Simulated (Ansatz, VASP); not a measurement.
One calculation of NaCl, two programs

```
Na Cl
1.0
     0.00000    2.77511    2.83175
     2.83175    0.00000    2.83175
     2.83175    2.77511    0.00000
Na Cl
1 1
Direct
  0.00000 0.00000 0.00000
  0.50000 0.50000 0.50000
```

Change from the starting cell: strain -0.0200 x Voigt [0, 1, 0, 0, 0, 0], atoms carried along.

Alike in both runs: task single point; functional PBEsol; k mesh 8 × 8 × 8; occupations gaussian, width 0.05 eV; no spin polarisation.

|  | VASP | Ansatz |
| --- | --- | --- |
| version | VASP 6.6.1 | Ansatz 0.2.0 |
| potentials or method | VASP PAW PBE potentials, release 64 (Na_pv, Cl), cutoff 520 eV | scalar-relativistic, plane waves, PAW |
| valence electrons in the cell | 14 | 16 |

```csv
,VASP,Ansatz,Ansatz less VASP
gap on the k mesh at the Fermi level (eV),4.96,4.96,+0.004
least direct gap on the mesh (eV),4.96,4.96,+0.004
pressure (GPa),-0.3,-0.3,-0.02
"traceless stress, the component that is largest in VASP (GPa)",0.57,0.57,-0.010
```

VASP's potentials were made for PBE, not for PBEsol. The functional is the same, so the differences come from potentials, cutoffs and numerics. VASP's potentials hold 14 valence electrons a cell and Ansatz's 16, so a difference there can come from the potentials and not from the codes.
